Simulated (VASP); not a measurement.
# Pd (R-3m) in VASP: notebook

The runs below take Pd through single point, with PBE.

All numbers are computed with VASP 6.6.1; they aren't measurements. Logs are shortened: lines on timing, memory, paths and dates and some standing lists are left out, and cuts for length are marked.

## 1. The cell of the first run

The structure is trigonal, space group R-3m (No. 166). The conventional cell has a = 2.818 Å, b = 2.818 Å, c = 6.419 Å, α = 90.00°, β = 90.00°, γ = 120.00°. Within 3.5 Å of Pd (site symmetry -3m) lie 12 Pd at 2.69 to 2.82 Å.

## 2. Single point, PBE

File INCAR:

```
ALGO = Fast
EDIFF = 1E-6
ENCUT = 520
GGA = PE
ISIF = 2
ISMEAR = 0
LASPH = True
LCHARG = False
LREAL = False
LWAVE = False
NBANDS = 11
NELM = 60
PREC = Accurate
SIGMA = 0.15
```

File KPOINTS:

```
k-points
0
Gamma
  24 24 24
```

File POSCAR:

```
Pd
1.0
   -0.0929843246      1.8995369178      1.8995369178
    1.8995369178     -0.0929843246      1.8995369178
    1.8995369178      1.8995369178     -0.0929843246
Pd
1
Direct
    0.0000000000      0.0000000000      0.0000000000
```

Potentials or basis: VASP PAW PBE potentials, release 64 (Pd).

Launch:

```console
$ cat potpaw_PBE.64/Pd/POTCAR > POTCAR
$ mpirun -np 1 vasp_std > vasp.out
```

OUTCAR:

```text
EDIFF = 1E-6
   ENCUT = 520
   GGA = PE
   ISIF = 2
   ISMEAR = 0
   LASPH = True
   LREAL = False
   NELM = 60
   PREC = Accurate

 ion  position               nearest neighbor table
   1  0.000  0.000  0.000-

  LATTYP: Found a trigonal (rhomboedric) cell.
 ALAT       =     2.6879596516
 COS(alpha) =     0.4505091948

  Lattice vectors:

 A1 = (  -0.0929843246,   1.8995369178,   1.8995369178)
 A2 = (   1.8995369178,  -0.0929843246,   1.8995369178)
 A3 = (   1.8995369178,   1.8995369178,  -0.0929843246)

Analysis of symmetry for initial positions (statically):
=====================================================================
 Subroutine PRICEL returns:
 Original cell was already a primitive cell.

 Routine SETGRP: Setting up the symmetry group for a
 trigonal (rhombohedral) supercell.

 Subroutine GETGRP returns: Found 12 space group operations
 (whereof 12 operations were pure point group operations)
 out of a pool of 12 trial point group operations.

The static configuration has the point symmetry D_3d.

Analysis of symmetry for dynamics (positions and initial velocities):
=====================================================================
 Subroutine PRICEL returns:
 Original cell was already a primitive cell.

 Routine SETGRP: Setting up the symmetry group for a
 trigonal (rhombohedral) supercell.

 Subroutine GETGRP returns: Found 12 space group operations
 (whereof 12 operations were pure point group operations)
 out of a pool of 12 trial point group operations.

The dynamic configuration has the point symmetry D_3d.

 Subroutine INISYM returns: Found 12 space group operations
 (whereof 12 operations are pure point group operations),
 and found     1 'primitive' translations

----------------------------------------------------------------------------------------

                                     Primitive cell

  volume of cell :      14.7137

  direct lattice vectors                    reciprocal lattice vectors
    -0.092984325  1.899536918  1.899536918    -0.244642409  0.257234298  0.257234298
     1.899536918 -0.092984325  1.899536918     0.257234298 -0.244642409  0.257234298
     1.899536918  1.899536918 -0.092984325     0.257234298  0.257234298 -0.244642409

  length of vectors
     2.687959652  2.687959652  2.687959652     0.438393518  0.438393518  0.438393518

  position of ions in fractional coordinates (direct lattice)
     0.000000000  0.000000000  0.000000000

  ion indices of the primitive-cell ions
   primitive index   ion index
                 1           1

----------------------------------------------------------------------------------------

 KPOINTS: k-points

Automatic generation of k-mesh.
 Grid dimensions read from file:
 generate k-points for:   24   24   24

 Generating k-lattice:

  Cartesian coordinates                     Fractional coordinates (reciprocal lattice)
    -0.010193434  0.010718096  0.010718096     0.041666667  0.000000000  0.000000000
     0.010718096 -0.010193434  0.010718096     0.000000000  0.041666667  0.000000000
     0.010718096  0.010718096 -0.010193434     0.000000000  0.000000000  0.041666667

  Length of vectors
     0.018266397  0.018266397  0.018266397

  Shift w.r.t. Gamma in fractional coordinates (k-lattice)
     0.000000000  0.000000000  0.000000000

 Subroutine IBZKPT returns following result:
 ===========================================

 Found   1313 irreducible k-points:

 Following reciprocal coordinates:
            Coordinates               Weight
  0.000000  0.000000  0.000000      1.000000
  0.041667  0.000000  0.000000      6.000000
  0.083333  0.000000  0.000000      6.000000
  0.125000 -0.000000 -0.000000      6.000000
  0.166667  0.000000 -0.000000      6.000000
  0.208333 -0.000000 -0.000000      6.000000
[... 16 lines left out ...]
  0.416667  0.041667  0.000000     12.000000
  0.458333  0.041667  0.000000     12.000000
 [... further k-points ...]
   k-points           NKPTS =   1313   k-points in BZ     NKDIM =   1313   number of bands    NBANDS=     11
   number of dos      NEDOS =    301   number of ions     NIONS =      1
   total plane-waves  NPLWV =   8000
   dimension x,y,z NGX =    20 NGY =   20 NGZ =   20
   dimension x,y,z NGXF=    40 NGYF=   40 NGZF=   40
   ions per type =               1
   NGX,Y,Z   is equivalent  to a cutoff of  12.37, 12.37, 12.37 a.u.
   NGXF,Y,Z  is equivalent  to a cutoff of  24.74, 24.74, 24.74 a.u.
 SYSTEM =  unknown system
   PREC   = accura    normal or accurate (medium, high low for compatibility)
   ISTART =      0    job   : 0-new  1-cont  2-samecut
   ICHARG =      2    charge: 1-file 2-atom 10-const
   ISPIN  =      1    spin polarized calculation?
   LNONCOLLINEAR =      F non collinear calculations
   LSORBIT =      F    spin-orbit coupling
   LASPH  =      T    aspherical Exc in radial PAW
   ENCUT  =  520.0 eV  38.22 Ry    6.18 a.u.   5.00  5.00  5.00*2*pi/ulx,y,z
   NELM   =     60;   NELMIN=  2; NELMDL= -5     # of ELM steps
   EDIFF  = 0.1E-05   stopping-criterion for ELM
   LREAL  =      F    real-space projection
   EDIFFG = 0.1E-04   stopping-criterion for IOM
   NSW    =      0    number of steps for IOM
   IBRION =     -1    ionic relax: 0-MD 1-quasi-New 2-CG
   NFREE  =      0    steps in history (QN), initial steepest desc. (CG)
   ISIF   =      2    stress and relaxation
   ISYM   =      2    0-nonsym 1-usesym 2-fastsym
   POTIM  = 0.5000    time-step for ionic-motion
   TEBEG  =    0.0;   TEEND  =   0.0 temperature during run
   PSTRESS=    0.0 pullay stress
   NELECT =      10.0000    total number of electrons
   NUPDOWN=      -1.0000    fix difference up-down
   EMIN   =  10.00;   EMAX   =-10.00  energy-range for DOS
   EFERMI =   0.00;   METHOD = LEGACY
   ISMEAR =     0;   SIGMA  =   0.15  broadening in eV -4-tet -1-fermi 0-gaus
   EFERMI_NEDOS =   21; number of points for ismear=-14 and -15
   IALGO  =     68    algorithm
   IMIX   =      4    mixing-type and parameters
     AMIX     =   0.40;   BMIX     =  1.00
     AMIX_MAG =   1.60;   BMIX_MAG =  1.00
  volume/ion in A,a.u.               =      14.71        99.29
  Fermi-wavevector in a.u.,A,eV,Ry     =   1.439354  2.719984 28.187725  2.071739
  Thomas-Fermi vector in A             =   2.558219
   LORBIT       =      0    0 simple, 1 ext, 2 COOP (PROOUT), +10 PAW based schemes
   GGA     = PE    functional components
   LHFCALC =     F    Hartree Fock is set to
   AEXX    =    0.0000 exact exchange contribution
   IVDW    =     0    specifies the selected vdW correction
   LEPSILON=     F    determine dielectric tensor
   LRPA    =     F    only Hartree local field effects (RPA)
 non-spin polarized calculation
 RMM-DIIS sequential band-by-band and
 Gauss-broadening in eV      SIGMA  =   0.15
  energy-cutoff  :      520.00
  volume of cell :       14.71
 maximum number of plane-waves:       413
   NGX =  9   NGY =  9   NGZ =  9

 number of electron      10.0000000 magnetization

 number of electron       9.9999998 magnetization

 Free energy of the ion-electron system (eV)
  ---------------------------------------------------
  ext. energy  EPLUGINS =         0.00000000
  ---------------------------------------------------
  free energy    TOTEN  =        -5.19247500 eV

  energy without entropy =       -5.17059829  energy(sigma->0) =       -5.18153665

 E-fermi :   9.8442     XC(G=0): -13.1955

 val. band max:        9.8436779811   @ k =  -0.2500  -0.4583   0.1250
 cond. band min:       9.8448021941   @ k =  -0.0833   0.5000   0.0417
 fundamental gap:      0.0011242130
 Fermi energy:         9.8442159734

 k-point     1 :       0.0000    0.0000    0.0000
  band No.  band energies     occupation
      1       2.6706      2.00000
      2       6.6774      2.00000
      3       6.6774      2.00000
      4       7.4404      2.00000
      5       8.6610      2.00000
      6       8.6610      2.00000
      7      26.9257      0.00000
      8      31.0680      0.00000
      9      31.0680      0.00000
     10      33.5716      0.00000
     11      36.8762      0.00000

 k-point     2 :       0.0417    0.0000    0.0000
  band No.  band energies     occupation
      1       2.7319      2.00000
      2       6.6704      2.00000
      3       6.6911      2.00000
      4       7.4525      2.00000
      5       8.6525      2.00000
      6       8.6526      2.00000
      7      26.9834      0.00000
      8      30.7156      0.00000
      9      31.1510      0.00000
     10      33.5624      0.00000
     11      37.2626      0.00000

 k-point     3 :       0.0833    0.0000    0.0000
  band No.  band energies     occupation
      1       2.9120      2.00000
      2       6.6479      2.00000
      3       6.7282      2.00000
      4       7.4919      2.00000
      5       8.6314      2.00000
      6       8.6322      2.00000
      7      27.1236      0.00000
      8      29.8366      0.00000
      9      31.3942      0.00000
     10      33.6484      0.00000
     11      37.5269      0.00000

 k-point     4 :       0.1250   -0.0000   -0.0000
  band No.  band energies     occupation
      1       3.1980      2.00000
      2       6.6143      2.00000
      3       6.7773      2.00000
      4       7.5586      2.00000
      5       8.6124      2.00000
      6       8.6141      2.00000
      7      27.1791      0.00000
      8      28.8221      0.00000
      9      31.7780      0.00000
     10      33.8715      0.00000
     11      36.9271      0.00000
[... 239 lines left out ...]
 k-point    22 :       0.3750    0.0417   -0.0000
  band No.  band energies     occupation
      1       4.6098      2.00000
      2       6.6460      2.00000
      3       7.5484      2.00000
      4       8.2296      2.00000
      5       9.3772      1.99999
      6       9.6563      1.92354
      7      19.8978      0.00000
      8      27.2783      0.00000
      9      31.6139      0.00000
     10      32.9878      0.00000
     11      36.3930      0.00000

 k-point    23 :       0.4167    0.0417    0.0000
  band No.  band energies     occupation
      1       4.5820      2.00000
      2       6.5794      2.00000
      3       7.4889      2.00000
      4       8.7639      2.00000
      5       9.6304      1.95619
      6      10.1006      0.01565
      7      18.5547      0.00000
      8      26.9636      0.00000
      9      31.0796      0.00000
     10      32.4090      0.00000
     11      37.1151      0.00000

 k-point    24 :       0.4583    0.0417    0.0000
  band No.  band energies     occupation
      1       4.5508      2.00000
      2       6.5325      2.00000
      3       7.4431      2.00000
      4       9.1000      2.00000
      5       9.7824      1.44007
      6      10.6576      0.00000
      7      17.4729      0.00000
      8      26.7436      0.00000
      9      30.6689      0.00000
     10      32.0437      0.00000
     11      37.3686      0.00000

 [... further k-points ...]

------------------------ aborting loop because EDIFF is reached ----------------------------------------

  FORCE on cell =-STRESS in cart. coord.  units (eV):
  Direction    XX          YY          ZZ          XY          YZ          ZX
  --------------------------------------------------------------------------------------
  -------------------------------------------------------------------------------------
  Total        0.7727020      0.7727020      0.7727020      0.3468218      0.3468218      0.3468218
  in kB       84.1396706     84.1396706     84.1396706     37.7654951     37.7654951     37.7654951
  external PRESSURE =      84.1396706 kB  Pullay stress =       0.0000000 kB

 VOLUME and BASIS-vectors are now :
 -----------------------------------------------------------------------------
  energy-cutoff  :      520.00
  volume of cell :       14.71
      direct lattice vectors                 reciprocal lattice vectors
    -0.092984325  1.899536918  1.899536918    -0.244642409  0.257234298  0.257234298
     1.899536918 -0.092984325  1.899536918     0.257234298 -0.244642409  0.257234298
     1.899536918  1.899536918 -0.092984325     0.257234298  0.257234298 -0.244642409

 POSITION                                       TOTAL-FORCE (eV/Angst)
 -----------------------------------------------------------------------------------
      0.00000      0.00000      0.00000         0.000000     -0.000000      0.000000
 -----------------------------------------------------------------------------------
    total drift:                                0.000000      0.000000      0.000000

  FREE ENERGIE OF THE ION-ELECTRON SYSTEM (eV)
  ---------------------------------------------------
  free  energy   TOTEN  =        -5.1924750010 eV

  energy  without entropy=       -5.1705982927  energy(sigma->0) =       -5.18153665
```

It took 3 min on 1 thread of Intel Xeon 8259CL, shared host; peak memory 0.31 GiB.

Results:

```
Free energy            : -5.1925 eV
Pressure               : 8.4 GPa
Band gap on the k mesh : zero (bands 5 and 6 overlap by 1.86 eV)
```

Levels at points of the mesh, in eV from the Fermi level:
```tsv
k point	band 1	band 2	band 3	band 4	band 5	band 6	band 7	band 8	band 9	band 10
(0.00, 0.00, 0.00)	-7.17	-3.17	-3.17	-2.40	-1.18	-1.18	17.08	21.22	21.22	23.73
(0.50, 0.00, 0.00)	-5.35	-3.32	-2.44	-0.28	0.07	0.79	7.01	16.75	20.79	22.28
(0.50, 0.50, 0.00)	-5.44	-5.15	-0.15	0.22	0.39	3.36	10.82	12.30	14.19	20.85
(0.50, 0.50, 0.50)	-5.32	-3.01	-3.01	0.11	0.11	1.70	8.42	15.90	20.04	20.04
```

Caveat: the cell stands under pressure.

## 3. Single point, PBE

This run uses another cell than the first one, of the same volume but with other edges.

File INCAR:

```
ALGO     = Fast           # electronic algorithm
EDIFF    = 1E-7           # SCF threshold, eV
ENCUT    = 520            # plane-wave cutoff, eV
GGA      = PE             # functional
ISIF     = 2              # what is computed and relaxed
ISMEAR   = 0              # smearing method
LASPH    = True           # aspherical terms in the spheres
LCHARG   = False          # write CHGCAR
LREAL    = False          # projectors in reciprocal space
LWAVE    = False          # write WAVECAR
NBANDS   = 11             # bands
NELM     = 60             # most SCF steps
PREC     = Accurate       # precision mode
SIGMA    = 0.15           # smearing width, eV
```

KPOINTS is that of step 2.

File POSCAR:

```
Pd
1.0
    0.1011008373      1.9967415370      1.9967415370
    1.9967415370      0.1011008373      1.9967415370
    1.9967415370      1.9967415370      0.1011008373
Pd
1
Direct
    0.0000000000      0.0000000000      0.0000000000
```

Potentials or basis: VASP PAW PBE potentials, release 64 (Pd).

Launch:

```console
$ cat potpaw_PBE.64/Pd/POTCAR > POTCAR
$ mpirun -np 1 vasp_std > vasp.out
```

Wall time 4.4 min (1 thread of Intel Xeon 8259CL, shared host); peak memory 0.33 GiB.

It converged, with:

| Quantity | Value |
| --- | --- |
| Free energy | -5.1871 eV |
| Pressure | 8.6 GPa |
| Band gap on the k mesh | zero (bands 5 and 6 overlap by 1.68 eV) |

Stress tensor (GPa, compression positive):
```
 8.63 -4.52 -4.52
-4.52  8.63 -4.52
-4.52 -4.52  8.63
```

Levels at points of the mesh, in eV from the Fermi level:
```
           k point  band 1  band 2  band 3  band 4  band 5  band 6  band 7  band 8  band 9  band 10
(0.00, 0.00, 0.00)   -7.17   -3.32   -2.74   -2.74   -1.16   -1.16   16.94   20.53   22.89    22.89
(0.50, 0.00, 0.00)   -5.35   -3.36   -2.48   -0.25    0.20    1.24    7.74   16.27   20.15    21.47
(0.50, 0.50, 0.00)   -5.47   -5.14   -0.15    0.27    0.35    3.37   10.82   12.29   14.22    20.88
(0.50, 0.50, 0.50)   -5.42   -2.90   -2.90   -0.12   -0.12    0.36    6.24   17.20   22.35    22.35
```

Caveat: the cell stands under pressure.
